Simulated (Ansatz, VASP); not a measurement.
# SnSe in VASP and in Ansatz

INCAR

```
SYSTEM = SnSe
ALGO = Normal ; EDIFF = 1E-6
ENCUT = 520 ; GGA = PE
ISIF = 2 ; ISMEAR = -1
LASPH = .True. ; LCHARG = .False.
LREAL = .False. ; LWAVE = .False.
NBANDS = 17 ; NELM = 100
PREC = Accurate ; SIGMA = 0.02
```

File KPOINTS:

```
k-points
0
Gamma
  8 8 8
  0 0 0
```

POSCAR

```
SnSe
1.0
   -0.0612697125      2.9852747159      2.9852747159
    2.9852747159     -0.0612697125      2.9852747159
    2.9852747159      2.9852747159     -0.0612697125
Sn Se
1 1
Direct
    0.0000000000      0.0000000000      0.0000000000
    0.5000000000      0.5000000000      0.5000000000
```

Input for Ansatz:

```yaml
crystal:
  lattice:
    - [-0.0612697125, 2.9852747159, 2.9852747159]
    - [2.9852747159, -0.0612697125, 2.9852747159]
    - [2.9852747159, 2.9852747159, -0.0612697125]
  atoms:
    - { symbol: Sn, position: [0.0, 0.0, 0.0] }
    - { symbol: Se, position: [0.5, 0.5, 0.5] }
kpoints:
  mp_grid: { grid: [8, 8, 8] }
  band_path:
    path:
      - [0.0, 0.0, 0.0]
      - [0.5, 0.0, 0.5]
      - [0.625, 0.25, 0.625]
      - [0.375, 0.375, 0.75]
      - [0.5, 0.5, 0.5]
      - [0.5, 0.25, 0.75]
      - [0.5, 0.475, 0.525]
    npoints: 1
hamiltonian:
  xc: pbe
scf:
  occupations: { method: fermi_dirac, width: 0.02 }
  n_extra_bands: 4
output:
  forces: true
  stress: true
  eigenvalues: true
```

Change from the starting cell: epitaxial_111 strain +1.5%.

Alike in both runs: task single point; functional PBE; k mesh 8 × 8 × 8; occupations fermi-dirac, width 0.02 eV; no spin polarisation.

```csv
,VASP,Ansatz
version,VASP 6.6.1,Ansatz 0.2.0
potentials or method,"VASP PAW PBE potentials, release 64 (Sn_d, Se)","plane waves, PAW"
plane-wave cutoff (eV),520,420
valence electrons in the cell,20,30
```

|  | VASP | Ansatz | Ansatz less VASP |
| --- | --- | --- | --- |
| pressure (GPa) | 0.6 | 0.6 | +0.02 |
| traceless stress, the component that is largest in VASP (GPa) | 0.36 | 0.36 | 0.000 |

The functional is the same, so the differences come from potentials, cutoffs and numerics. VASP's potentials hold 20 valence electrons a cell and Ansatz's 30, so a difference there can come from the potentials and not from the codes.
